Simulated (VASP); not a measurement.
SiSe, 2 atoms in the cell. Symmetry: F-43m, No. 216, cubic system. Conventional cell: a = 6.148 Å, b = 6.148 Å, c = 6.148 Å, α = 90.00°, β = 90.00°, γ = 90.00°. Si (site symmetry -43m) has 4 Se at 2.66 Å within 3.5 Å. Within 3.5 Å of Se (site symmetry -43m) lie 4 Si at 2.66 Å. 

* Program: VASP 6.6.1
* Task: single point
* Functional: PBE
* Potentials or basis: VASP PAW PBE potentials, release 64 (Si, Se)
* Cutoff: 520 eV
* k mesh: 6 × 6 × 6
* Occupations: gaussian, width 0.1 eV
* Spin: no spin polarisation
* Dipole correction: no
* Further INCAR settings: ALGO = Normal; EDIFF = 1e-07; NBANDS = 12

Potentials or basis: VASP PAW PBE potentials, release 64 (Si, Se).

The run is started by

```bash
$ cat potpaw_PBE.64/Si/POTCAR potpaw_PBE.64/Se/POTCAR > POTCAR
$ mpirun -np 1 vasp_std > vasp.out
```

Hardware: 1 thread of Intel(R) Xeon(R) Platinum 8559C (Emerald Rapids), with other jobs on the host.

Question: How long does it take, and how much memory?

Answer: It took 7.8 s on 1 thread of Intel(R) Xeon(R) Platinum 8559C (Emerald Rapids), on a shared host, peak memory 0.18 GiB. Counts: scf iterations 13, k points 16.
